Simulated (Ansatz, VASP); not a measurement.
## SnO in VASP and in Ansatz

```
CELL_PARAMETERS angstrom
3.89697 0.00000 0.00000
0.00000 3.89697 0.00000
0.00000 0.00000 30.63340
ATOMIC_POSITIONS crystal
Sn 0.50000 0.00000 0.46225
Sn 0.00000 0.50000 0.53775
O 0.00000 0.00000 0.50000
O 0.50000 0.50000 0.50000
```

Change from the starting cell: biaxial strain +0.020, atoms relaxed.

Alike in both runs: functional PBE; dispersion D3(BJ); k mesh 6 × 6 × 1; occupations gaussian, width 0.02 eV; no spin polarisation.

Ansatz relaxed the structure, and its values are those at the end. VASP's run is a single point on that final structure, the one shown.

|  | VASP | Ansatz |
| --- | --- | --- |
| version | VASP 6.6.1 | Ansatz 0.2.0 |
| potentials or method | VASP PAW PBE potentials, release 64 (Sn_d, O), cutoff 520 eV | scalar-relativistic, plane waves, PAW |
| valence electrons in the cell | 40 | 40 |

VASP gave:

| Quantity | Value |
| --- | --- |
| gap on the k mesh at the Fermi level (eV) | 2.81 |
| least direct gap on the mesh (eV) | 2.82 |
| rms of the force components (eV/Å) | 0.035 |

Which values does Ansatz return?

gap on the k mesh at the Fermi level (eV): 2.86; least direct gap on the mesh (eV): 2.88; rms of the force components (eV/Å): 0.003.

Ansatz's warnings: stress scf threshold loose, xc potential rough in thin density.
